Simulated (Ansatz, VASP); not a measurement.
# BN in VASP and in Ansatz

```
B N
1.0
     0.00000    1.81300    1.81300
     1.81300    0.00000    1.81300
     1.81300    1.81300    0.00000
B N
1 1
Direct
  0.00000 0.00000 0.00000
  0.75000 0.75000 0.92063
```

Change from the starting cell: all N atoms moved +0.438 Å, as atom 2 along Cartesian [1 1 0].

Alike in both runs: task single point; functional LDA; k mesh 12 × 12 × 12; occupations gaussian, width 0.05 eV; no spin polarisation.

|  | VASP | Ansatz |
| --- | --- | --- |
| version | VASP 6.6.1 | Ansatz 0.2.0 |
| potentials or method | VASP PAW LDA potentials, release 64 (B, N), cutoff 520 eV | scalar-relativistic, plane waves, PAW |
| valence electrons in the cell | 8 | 8 |

```tsv
	VASP	Ansatz	Ansatz less VASP
gap on the k mesh at the Fermi level (eV)	0.84	0.87	+0.027
least direct gap on the mesh (eV)	4.84	4.85	+0.015
rms of the force components (eV/Å)	7.759	7.774	+0.0159
```

LDA's correlation is that of Perdew and Zunger in VASP and of Perdew and Wang (1992) in Ansatz. Atom by atom the forces differ by 0.016 eV/Å (rms over components).
